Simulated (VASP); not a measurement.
# CoO (Pm-3m) in VASP: a series of runs

CoO is run at these levels: PBEsol-based global hybrid with 25 % exact exchange, PBEsol-based screened hybrid with 25 % exact exchange, PBE-based screened hybrid with 25 % exact exchange, BLYP; tasks: single point.

Everything below comes from runs of VASP 6.6.1. Logs are shortened: lines on timing, memory, paths and dates and some standing lists are left out, and cuts for length are marked.

## (1) The cell of the first run

The structure is cubic, space group Pm-3m (No. 221). Conventional cell: a = 2.589 Å, b = 2.589 Å, c = 2.589 Å, α = 90.00°, β = 90.00°, γ = 90.00°. Within 3.0 Å of Co (site symmetry m-3m) lie 8 O at 2.24 Å and 6 Co at 2.59 Å. Within 3.0 Å of O (site symmetry m-3m) lie 8 Co at 2.24 Å and 6 O at 2.59 Å.

## (2) Single point, PBEsol-based global hybrid with 25 % exact exchange, collinear spin, ferromagnetic start

The input, POSCAR:

```
CoO
1.0
    2.5889176296      0.0000000000      0.0000000000
    0.0000000000      2.5889176296      0.0000000000
    0.0000000000      0.0000000000      2.5889176296
Co O
1 1
Direct
    0.0000000000      0.0000000000      0.0000000000
    0.5000000000      0.5000000000      0.5000000000
```

The input, INCAR.step1:

```
SYSTEM = CoO
ALGO     = Normal         ! electronic algorithm
EDIFF    = 1E-5           ! SCF threshold, eV
ENCUT    = 520            ! plane-wave cutoff, eV
GGA      = PE             ! functional
ISIF     = 2              ! what is computed and relaxed
ISMEAR   = -1             ! smearing method
ISPIN    = 2              ! spin polarisation
LASPH    = .TRUE.         ! aspherical terms in the spheres
LMAXMIX  = 4              ! l up to which the mixer works
LORBIT   = 11             ! projections on sites
LREAL    = .FALSE.        ! projectors in reciprocal space
LWAVE    = .TRUE.         ! write WAVECAR
MAGMOM   = 2 0            ! initial moments
NBANDS   = 18             ! bands
NELM     = 150            ! most SCF steps
PREC     = Accurate       ! precision mode
SIGMA    = 0.05           ! smearing width, eV
```

The input, INCAR.step2:

```
SYSTEM = CoO
AEXX     = 0.25           ! exact-exchange fraction
ALGO     = Normal         ! electronic algorithm
EDIFF    = 1E-6           ! SCF threshold, eV
ENCUT    = 520            ! plane-wave cutoff, eV
GGA      = PS             ! functional
ISIF     = 2              ! what is computed and relaxed
ISMEAR   = -1             ! smearing method
ISPIN    = 2              ! spin polarisation
ISTART   = 1            
LASPH    = .TRUE.         ! aspherical terms in the spheres
LCHARG   = .TRUE.         ! write CHGCAR
LELF     = .TRUE.         ! ELF
LHFCALC  = .TRUE.         ! exact exchange
LMAXMIX  = 4              ! l up to which the mixer works
LORBIT   = 11             ! projections on sites
LREAL    = .FALSE.        ! projectors in reciprocal space
LVHAR    = .TRUE.       
LWAVE    = .FALSE.        ! write WAVECAR
MAGMOM   = 2 0            ! initial moments
NBANDS   = 18             ! bands
NELM     = 150            ! most SCF steps
PREC     = Accurate       ! precision mode
PRECFOCK = Normal       
SIGMA    = 0.05           ! smearing width, eV
```

The input, KPOINTS:

```
k-points
0
G
  5 5 5
  0 0 0
```

Potentials or basis: VASP PAW PBE potentials, release 64 (Co, O).

Command:

```bash
> cat potpaw_PBE.64/Co/POTCAR potpaw_PBE.64/O/POTCAR > POTCAR
> cp INCAR.step1 INCAR
> mpirun -np 1 vasp_std > vasp.out
> cp INCAR.step2 INCAR
> mpirun -np 1 vasp_std > vasp.out
```

OUTCAR:

```text
SYSTEM = CoO
   AEXX = 0.25
   EDIFF = 1E-6
   ENCUT = 520
   GGA = PS
   ISIF = 2
   ISMEAR = -1
   ISPIN = 2
   ISTART = 1
   LASPH = .TRUE.
   LHFCALC = .TRUE.
   LORBIT = 11
   LREAL = .FALSE.
   NELM = 150
   PREC = Accurate
   PRECFOCK = Normal

 ion  position               nearest neighbor table
   1  0.000  0.000  0.000-   2 2.24   2 2.24   2 2.24   2 2.24   2 2.24   2 2.24   2 2.24   2 2.24

   2  0.500  0.500  0.500-   1 2.24   1 2.24   1 2.24   1 2.24   1 2.24   1 2.24   1 2.24   1 2.24

  LATTYP: Found a simple cubic cell.
 ALAT       =     2.5889176296

  Lattice vectors:

 A1 = (   2.5889176296,   0.0000000000,   0.0000000000)
 A2 = (   0.0000000000,   2.5889176296,   0.0000000000)
 A3 = (   0.0000000000,   0.0000000000,   2.5889176296)

Analysis of symmetry for initial positions (statically):
=====================================================================
 Subroutine PRICEL returns:
 Original cell was already a primitive cell.

 Routine SETGRP: Setting up the symmetry group for a
 simple cubic supercell.

 Subroutine GETGRP returns: Found 48 space group operations
 (whereof 48 operations were pure point group operations)
 out of a pool of 48 trial point group operations.

The static configuration has the point symmetry O_h .

Analysis of symmetry for dynamics (positions and initial velocities):
=====================================================================
 Subroutine PRICEL returns:
 Original cell was already a primitive cell.

 Routine SETGRP: Setting up the symmetry group for a
 simple cubic supercell.

 Subroutine GETGRP returns: Found 48 space group operations
 (whereof 48 operations were pure point group operations)
 out of a pool of 48 trial point group operations.

The dynamic configuration has the point symmetry O_h .

Analysis of structural, dynamic, and magnetic symmetry:
=====================================================================
 Subroutine PRICEL returns:
 Original cell was already a primitive cell.

 Routine SETGRP: Setting up the symmetry group for a
 simple cubic supercell.

 Subroutine GETGRP returns: Found 48 space group operations
 (whereof 48 operations were pure point group operations)
 out of a pool of 48 trial point group operations.

The overall configuration has the point symmetry O_h .

 Subroutine INISYM returns: Found 48 space group operations
 (whereof 48 operations are pure point group operations),
 and found     1 'primitive' translations

[... 113 lines left out ...]
   HFSCREENC=   0.0000 screening length for correlation (either q_TF or 0.3 A-1)
   ENCUTFOCK=  -1.0 apply spherical cutoff to Coloumb kernel
   IVDW    =     0    specifies the selected vdW correction
   LEPSILON=     F    determine dielectric tensor
   LRPA    =     F    only Hartree local field effects (RPA)
 spin polarized calculation
  energy-cutoff  :      520.00
  volume of cell :       17.35
 maximum number of plane-waves:       479
 NGX is ok and might be reduce to    20
  NGX = 16; NGY = 16; NGZ = 16

 number of electron      15.0000017 magnetization       2.9999997

 Free energy of the ion-electron system (eV)
  ---------------------------------------------------
  ext. energy  EPLUGINS =         0.00000000
  ---------------------------------------------------
  free energy    TOTEN  =       -20.33912596 eV

  energy without entropy =      -20.33912596  energy(sigma->0) =      -20.33912596

 E-fermi :   8.0866     XC(G=0): -10.4610

 val. band max:        6.8976789655   @ k =   0.4000   0.0000   0.0000
 cond. band min:      10.8320721700   @ k =   0.0000   0.0000   0.0000
 fundamental gap:      3.9343932045
 Fermi energy:         8.0865799931

 spin component 1

 k-point     1 :       0.0000    0.0000    0.0000
  band No.  band energies     occupation
      1     -14.3527      1.00000
      2       1.7920      1.00000
      3       1.7921      1.00000
      4       2.8420      1.00000
      5       2.8420      1.00000
      6       2.8421      1.00000
[... 186 lines left out ...]
      4      -0.2365      1.00000
      5       4.3231      1.00000
      6       4.3232      1.00000
[... 10 lines left out ...]
     17      47.5884      0.00000
     18      51.8938      0.00000
 Fermi energy:         8.0865799931

 spin component 2

 k-point     1 :       0.0000    0.0000    0.0000
  band No.  band energies     occupation
      1     -13.7054      1.00000
      2       3.4695      1.00000
      3       3.4699      1.00000
      4       5.8930      1.00000
      5       5.8930      1.00000
      6       5.8930      1.00000
[... 187 lines left out ...]
      5       6.4622      1.00000
      6       6.4628      1.00000
[... 10 lines left out ...]
     17      48.2370      0.00000
     18      50.4441      0.00000

------------------------ aborting loop because EDIFF is reached ----------------------------------------

  FORCE on cell =-STRESS in cart. coord.  units (eV):
  Direction    XX          YY          ZZ          XY          YZ          ZX
  --------------------------------------------------------------------------------------
  -------------------------------------------------------------------------------------
  Total       -0.0241556     -0.0241556     -0.0241556     -0.0000000      0.0000000     -0.0000000
  in kB       -2.2303500     -2.2303500     -2.2303500     -0.0000000      0.0000000     -0.0000000
  external PRESSURE =      -2.2303500 kB  Pullay stress =       0.0000000 kB

 VOLUME and BASIS-vectors are now :
 -----------------------------------------------------------------------------
  energy-cutoff  :      520.00
  volume of cell :       17.35
      direct lattice vectors                 reciprocal lattice vectors
     2.588917630  0.000000000  0.000000000     0.386261806  0.000000000  0.000000000
     0.000000000  2.588917630  0.000000000     0.000000000  0.386261806  0.000000000
     0.000000000  0.000000000  2.588917630     0.000000000  0.000000000  0.386261806

 POSITION                                       TOTAL-FORCE (eV/Angst)
 -----------------------------------------------------------------------------------
      0.00000      0.00000      0.00000         0.000000      0.000000      0.000000
      1.29446      1.29446      1.29446         0.000000      0.000000      0.000000
 -----------------------------------------------------------------------------------
    total drift:                               -0.000000     -0.000000      0.000000

  FREE ENERGIE OF THE ION-ELECTRON SYSTEM (eV)
  ---------------------------------------------------
  free  energy   TOTEN  =       -20.3391259561 eV

  energy  without entropy=      -20.3391259561  energy(sigma->0) =      -20.33912596

 total charge

# of ion       s       p       d       tot
------------------------------------------
    1        0.294   0.378   7.088   7.760
    2        1.562   3.454   0.000   5.017
--------------------------------------------------
tot          1.856   3.832   7.088  12.776

 magnetization (x)

# of ion       s       p       d       tot
------------------------------------------
    1        0.002   0.006   2.663   2.670
    2        0.026   0.259   0.000   0.285
--------------------------------------------------
tot          0.028   0.265   2.663   2.955
```

Run time: 24 min. Hardware: 1 thread of Intel Xeon Platinum 8259CL at 2.50GHz (Skylake/Cascade Lake), shared host; peak memory 0.14 GiB.

What came out:

| Property | Result |
| --- | --- |
| Free energy | -20.3391 eV |
| Pressure | -0.2 GPa |
| Band gap on the k mesh | 3.93 eV (least direct gap 4.49 eV) |
| Net moment | 3.00 μB per cell |
| Site moments | Co +2.67; O +0.28 μB |
| Valence electrons inside the program's atomic spheres | Co 7.76; O 5.02 |

Levels at points of the mesh, in eV from the valence-band top:
Spin up:
```tsv
k point	band 7	band 8	band 9	band 10	band 11	band 12
(0.00, 0.00, 0.00)	-1.92	-1.92	-1.92	3.93	18.79	18.79
```
Spin down:
| k point | band 2 | band 3 | band 4 | band 5 | band 6 | band 7 | band 8 | band 9 | band 10 | band 11 |
| --- | --- | --- | --- | --- | --- | --- | --- | --- | --- | --- |
| (0.00, 0.00, 0.00) | -3.43 | -3.43 | -1.00 | -1.00 | -1.00 | 4.75 | 5.39 | 5.39 | 5.39 | 19.27 |

Caveat: the k points lie up to 0.49 Å⁻¹ apart; the PAW data sets were made with another functional, which shifts forces and pressure a little; an odd mesh through Γ misses points on the zone boundary, where band edges can lie; a cell with one magnetic atom can't hold antiferromagnetic order, which such compounds often take.

## (3) Single point, PBEsol-based screened hybrid with 25 % exact exchange, collinear spin, ferromagnetic start

The input, POSCAR:

```
CoO
1.0
    2.5895646320      0.0000000000      0.0000000000
    0.0000000000      2.5895646320      0.0000000000
    0.0000000000      0.0000000000      2.5895646320
Co O
1 1
Direct
    0.0000000000      0.0000000000      0.0000000000
    0.5000000000      0.5000000000      0.5000000000
```

The input, INCAR.step1:

```
SYSTEM = CoO
PREC = Accurate
ENCUT = 520
EDIFF = 1E-5
ISMEAR = -1
SIGMA = 0.05
LREAL = .FALSE.
LASPH = .TRUE.
NELM = 150
ALGO = Normal
ISIF = 2
LWAVE = .TRUE.
LCHARG = .FALSE.
ISPIN = 2
MAGMOM = 2 0
LORBIT = 11
LMAXMIX = 4
NBANDS = 18
GGA = PE
```

The input, INCAR.step2:

```
SYSTEM = CoO
PREC = Accurate
ENCUT = 520
EDIFF = 1E-7
ISMEAR = -1
SIGMA = 0.05
LREAL = .FALSE.
LASPH = .TRUE.
NELM = 150
ALGO = Normal
ISIF = 2
LWAVE = .FALSE.
LCHARG = .FALSE.
ISPIN = 2
MAGMOM = 2 0
LORBIT = 11
LMAXMIX = 4
GGA = PS
LHFCALC = .TRUE.
AEXX = 0.25
HFSCREEN = 0.207
PRECFOCK = Normal
NBANDS = 18
ISTART = 1
```

The input, KPOINTS:

```
Automatic mesh
0
G
  5 5 5
  0 0 0
```

Potentials or basis: VASP PAW PBE potentials, release 64 (Co, O).

Command:

```bash
> cat potpaw_PBE.64/Co/POTCAR potpaw_PBE.64/O/POTCAR > POTCAR
> cp INCAR.step1 INCAR
> mpirun -np 1 vasp_std > vasp.out
> cp INCAR.step2 INCAR
> mpirun -np 1 vasp_std > vasp.out
```

OUTCAR:

```text
SYSTEM = CoO
   PREC = Accurate
   ENCUT = 520
   EDIFF = 1E-7
   ISMEAR = -1
   LREAL = .FALSE.
   LASPH = .TRUE.
   NELM = 150
   ISIF = 2
   ISPIN = 2
   LORBIT = 11
   GGA = PS
   LHFCALC = .TRUE.
   AEXX = 0.25
   HFSCREEN = 0.207
   PRECFOCK = Normal
   ISTART = 1

 ion  position               nearest neighbor table
   1  0.000  0.000  0.000-   2 2.24   2 2.24   2 2.24   2 2.24   2 2.24   2 2.24   2 2.24   2 2.24

   2  0.500  0.500  0.500-   1 2.24   1 2.24   1 2.24   1 2.24   1 2.24   1 2.24   1 2.24   1 2.24

  LATTYP: Found a simple cubic cell.
 ALAT       =     2.5895646320

  Lattice vectors:

[... 626 lines left out ...]

 VOLUME and BASIS-vectors are now :
 -----------------------------------------------------------------------------
  energy-cutoff  :      520.00
  volume of cell :       17.37
      direct lattice vectors                 reciprocal lattice vectors
     2.589564632  0.000000000  0.000000000     0.386165299  0.000000000  0.000000000
     0.000000000  2.589564632  0.000000000     0.000000000  0.386165299  0.000000000
     0.000000000  0.000000000  2.589564632     0.000000000  0.000000000  0.386165299

 POSITION                                       TOTAL-FORCE (eV/Angst)
 -----------------------------------------------------------------------------------
      0.00000      0.00000      0.00000         0.000000      0.000000      0.000000
      1.29478      1.29478      1.29478         0.000000      0.000000      0.000000
 -----------------------------------------------------------------------------------
    total drift:                                0.000010      0.000011      0.000020

  FREE ENERGIE OF THE ION-ELECTRON SYSTEM (eV)
  ---------------------------------------------------
  free  energy   TOTEN  =       -18.8829114409 eV

  energy  without entropy=      -18.8829114408  energy(sigma->0) =      -18.88291144

 total charge

# of ion       s       p       d       tot
------------------------------------------
    1        0.293   0.377   7.089   7.759
    2        1.563   3.454   0.000   5.017
--------------------------------------------------
tot          1.856   3.831   7.089  12.776

 magnetization (x)

# of ion       s       p       d       tot
------------------------------------------
    1        0.002   0.006   2.661   2.669
    2        0.026   0.260   0.000   0.286
--------------------------------------------------
tot          0.028   0.266   2.661   2.955
```

OUTCAR.step1:

```text
SYSTEM = CoO
   PREC = Accurate
   ENCUT = 520
   EDIFF = 1E-5
   ISMEAR = -1
   LREAL = .FALSE.
   LASPH = .TRUE.
   NELM = 150
   ISIF = 2
   ISPIN = 2
   LORBIT = 11
   GGA = PE
[... 651 lines left out ...]

 total charge

# of ion       s       p       d       tot
------------------------------------------
    1        0.303   0.369   7.182   7.854
    2        1.584   3.359   0.000   4.943
--------------------------------------------------
tot          1.887   3.728   7.182  12.797

 magnetization (x)

# of ion       s       p       d       tot
------------------------------------------
    1       -0.002   0.004   2.492   2.493
    2        0.017   0.436   0.000   0.453
--------------------------------------------------
tot          0.015   0.439   2.492   2.946
```

OSZICAR.step1:

```text
N       E                     dE             d eps       ncg     rms          rms(c)
DAV:   1     0.753153508474E+02    0.75315E+02   -0.66684E+03   760   0.993E+02
DAV:   2    -0.108306593759E+02   -0.86146E+02   -0.73580E+02   770   0.222E+02
DAV:   3    -0.150139900559E+02   -0.41833E+01   -0.41141E+01   798   0.522E+01
DAV:   4    -0.150525909215E+02   -0.38601E-01   -0.38573E-01   870   0.482E+00
DAV:   5    -0.150534095100E+02   -0.81859E-03   -0.81855E-03   852   0.694E-01    0.159E+01
DAV:   6    -0.142690320036E+02    0.78438E+00   -0.18706E+01   956   0.605E+01    0.248E+01
DAV:   7    -0.127605492978E+02    0.15085E+01   -0.89098E+00   904   0.528E+01    0.873E+00
DAV:   8    -0.124157626203E+02    0.34479E+00   -0.74964E-01   950   0.138E+01    0.359E+00
DAV:   9    -0.124542956948E+02   -0.38533E-01   -0.68412E-01   976   0.119E+01    0.305E+00
DAV:  10    -0.123802507247E+02    0.74045E-01   -0.15166E-01  1022   0.772E+00    0.931E-01
DAV:  11    -0.123809696628E+02   -0.71894E-03   -0.15160E-02   910   0.107E+00    0.330E-01
DAV:  12    -0.123816617665E+02   -0.69210E-03   -0.18091E-03  1000   0.300E-01    0.778E-02
DAV:  13    -0.123816583245E+02    0.34420E-05   -0.31380E-04   938   0.210E-01    0.593E-02
DAV:  14    -0.123816384469E+02    0.19878E-04   -0.20888E-05   618   0.438E-02    0.415E-02
DAV:  15    -0.123816305874E+02    0.78596E-05   -0.24613E-05   406   0.727E-02
   1 F= -.12381631E+02 E0= -.12373896E+02  d E =-.154699E-01  mag=     2.9996
```

Run time: 24 min. Hardware: 1 thread of Intel Xeon Platinum 8259CL at 2.50GHz (Skylake/Cascade Lake), shared host; peak memory 0.24 GiB.

What came out:

```yaml
Free_energy: -18.8829 eV
Pressure: -0.1 GPa
Band_gap_on_the_k_mesh: 3.15 eV (least direct gap 3.68 eV)
Net_moment: 3.00 μB per cell
Site_moments: Co +2.67; O +0.29 μB
Valence_electrons_inside_the_program's_atomic_spheres: Co 7.76; O 5.02
```

Caveat: the k points lie up to 0.49 Å⁻¹ apart; the PAW data sets were made with another functional, which shifts forces and pressure a little; an odd mesh through Γ misses points on the zone boundary, where band edges can lie; a cell with one magnetic atom can't hold antiferromagnetic order, which such compounds often take.

(Continued in part 2 of 2.)

The gap in the log of VASP goes by the Fermi energy; the results here count the filled bands.